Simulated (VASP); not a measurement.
Set up this calculation in VASP 6.6.1, as the native input.

```
Task                   : single point
Functional             : PBE
Potentials or basis    : VASP PAW PBE potentials, release 64 (B, F)
Cutoff                 : 520 eV
k mesh                 : 6 × 6 × 6
Occupations            : gaussian, width 0.1 eV
Spin                   : collinear spin
Starting moments       : [0.0, 0.0, 1.0, 1.0] μB
Dipole correction      : no
Further INCAR settings : ALGO = Normal; EDIFF = 1e-06; NBANDS = 22
```

The structure of BF lies in POSCAR:

```
BF
1.0
    1.7556349808     -4.5646692807      0.0000000000
    1.7556349808      4.5646692807      0.0000000000
    0.0000000000      0.0000000000      3.0723862206
B F
2 2
Direct
    0.4524890554      0.5475109446      0.2500000000
    0.5475109446      0.4524890554      0.7500000000
    0.3083697713      0.6916302287      0.2500000000
    0.6916302287      0.3083697713      0.7500000000
```

The cell was generated, and may not be a known phase.

These files were run (other wordings do the same):

INCAR

```
SYSTEM = BF
PREC     = Accurate       ! precision mode
ENCUT    = 520            ! plane-wave cutoff, eV
EDIFF    = 1E-6           ! SCF threshold, eV
ISMEAR   = 0              ! smearing method
SIGMA    = 0.1            ! smearing width, eV
LREAL    = .False.        ! projectors in reciprocal space
LASPH    = .True.         ! aspherical terms in the spheres
NELM     = 150            ! most SCF steps
ALGO     = Normal         ! electronic algorithm
ISIF     = 2              ! what is computed and relaxed
LWAVE    = .False.        ! write WAVECAR
LCHARG   = .False.        ! write CHGCAR
ISPIN    = 2              ! spin polarisation
MAGMOM   = 0 0 1 1        ! initial moments
LORBIT   = 11             ! projections on sites
GGA      = PE             ! functional
NBANDS   = 22             ! bands
```

KPOINTS

```
regular mesh
0
Gamma
  6 6 6
  0 0 0
```

Potentials or basis: VASP PAW PBE potentials, release 64 (B, F).

The run is started by

```console
$ cat potpaw_PBE.64/B/POTCAR potpaw_PBE.64/F/POTCAR > POTCAR
$ mpirun -np 1 vasp_std > vasp.out
```

It gave:

```json
{"Pressure": "3.5 GPa", "Largest force": "0.550 eV/Å", "Band gap on the k mesh": "zero (filled and empty bands overlap)", "Net moment": "0.00 μB per cell", "Valence electrons inside the program's atomic spheres": "B 1.96; F 6.16"}
```

Caveat: the stress differs along the axes, from -0 to 8 GPa.

Run time: 2.8 min on 1 thread of AMD EPYC 9755 128-Core Processor (shared host), peak memory 0.2 GiB.
